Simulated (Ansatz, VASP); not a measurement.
**I: VASP beside Ansatz**

Contents of INCAR:

```
PREC = Accurate
ENCUT = 520
EDIFF = 1E-7
ISMEAR = 0
SIGMA = 0.005
LREAL = False
LASPH = True
NELM = 80
ALGO = Normal
ISIF = 2
LWAVE = False
LCHARG = False
GGA = PE
IVDW = 12
IBRION = 2
NSW = 100
EDIFFG = -0.01
ISYM = 0
```

The input KPOINTS:

```
regular mesh
0
Gamma
  1 1 1
```

Contents of POSCAR:

```
I
1.0
   14.0000000000      0.0000000000      0.0000000000
    0.0000000000     14.5000000000      0.0000000000
    0.0000000000      0.0000000000     15.0000000000
I
2
Direct
    0.5996776121      0.4994906331      0.5005911223
    0.4003223879      0.5005093669      0.4994088777
```

Input for Ansatz:

```yaml
crystal:
  lattice:
    - [14.0, 0.0, 0.0]
    - [0.0, 14.5, 0.0]
    - [0.0, 0.0, 15.0]
  atoms:
    - { symbol: I, position: [0.5996776121, 0.4994906331, 0.5005911223] }
    - { symbol: I, position: [0.4003223879, 0.5005093669, 0.4994088777] }
  symmetry: { detect: false }
basis:
  ecutwfc: 420
kpoints:
  mp_grid: { grid: [1, 1, 1] }
hamiltonian:
  xc: pbe
  dispersion: d3bj
scf:
  occupations: { method: gaussian, width: 0.005 }
output:
  forces: true
  eigenvalues: true
relax:
  adjacent_minimum: "off"
  f_tol: 0.01
  max_steps: 120
```

Alike in both runs: task relaxation of the atoms; functional PBE; dispersion D3(BJ); k mesh 1 × 1 × 1; occupations gaussian, width 0.005 eV; no spin polarisation.

|  | VASP | Ansatz |
| --- | --- | --- |
| version | VASP 6.6.1 | Ansatz 0.2.0 |
| potentials or method | VASP PAW PBE potentials, release 64 (I), cutoff 520 eV | scalar-relativistic, plane waves, PAW |
| valence electrons in the cell | 14 | 34 |

```tsv
	VASP	Ansatz	Ansatz less VASP
gap on the k mesh at the Fermi level, each at its own relaxed structure (eV)	1.82	1.81	-0.012
```

VASP's potentials hold 14 valence electrons a cell and Ansatz's 34, so a difference there can come from the potentials and not from the codes.

Spin-orbit coupling is off throughout.
